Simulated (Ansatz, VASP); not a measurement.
## Two plane-wave programs on Pb

The input POSCAR:

```
Pb
1.0
    0.0000000000      2.4946408835      2.4946408835
    2.4946408835      0.0000000000      2.4946408835
    2.4946408835      2.4946408835      0.0000000000
Pb
1
Direct
    0.0000000000      0.0000000000      0.0000000000
```

File INCAR.step1:

```
SYSTEM = Pb
PREC = Accurate
ENCUT = 520
ISMEAR = -1
SIGMA = 0.1
LREAL = .False.
LASPH = .True.
NELM = 60
NBANDS = 13
GGA = PE
ALGO = Normal
EDIFF = 1E-4
LWAVE = .True.
LCHARG = .False.
```

The input INCAR.step2:

```
SYSTEM = Pb
PREC = Accurate
ENCUT = 520
EDIFF = 1E-6
ISMEAR = -1
SIGMA = 0.1
LREAL = .False.
LASPH = .True.
NELM = 60
ALGO = Normal
ISIF = 2
LWAVE = .False.
LCHARG = .False.
METAGGA = R2SCAN
LMIXTAU = .True.
NBANDS = 13
ISTART = 1
```

File KPOINTS:

```
regular mesh
0
Gamma
  12 12 12
  0 0 0
```

Input for Ansatz:

```yaml
crystal:
  lattice:
    - [0.0, 2.4946408835, 2.4946408835]
    - [2.4946408835, 0.0, 2.4946408835]
    - [2.4946408835, 2.4946408835, 0.0]
  atoms:
    - { symbol: Pb, position: [0.0, 0.0, 0.0] }
hamiltonian:
  xc: r2scan
  pseudopotentials:
    kind: paw
    azcp:
      Pb: "pseudopotentials/Pb.paw.azcp"
basis:
  ecutwfc: 500
  fft_grid_basis: typed
kpoints:
  mp_grid: { grid: [12, 12, 12], shift: [0, 0, 0] }
magnetization:
  spin_polarized: false
scf:
  occupations: { method: fermi_dirac, width: 0.1 }
  lower_state_search: "off"
output:
  stress: true
```

Alike in both runs: task single point; functional r2SCAN; k mesh 12 × 12 × 12; occupations fermi-dirac, width 0.1 eV; no spin polarisation.

|  | VASP | Ansatz |
| --- | --- | --- |
| version | VASP 6.6.1 | Ansatz 0.2.0 |
| potentials or method | VASP PAW PBE potentials, release 64 (Pb_d), cutoff 520 eV | plane waves (500 eV) with PAW, scalar-relativistic |
| valence electrons in the cell | 14 | 14 |

Ansatz gave:

```
pressure (GPa) : 0.4
```

Problem. Estimate VASP's values.

Solution. Pressure (GPa): 0.3.

VASP's potentials were made for PBE, not for r2SCAN. The functional is the same, so the differences come from potentials, cutoffs and numerics.

Spin-orbit coupling is off throughout.
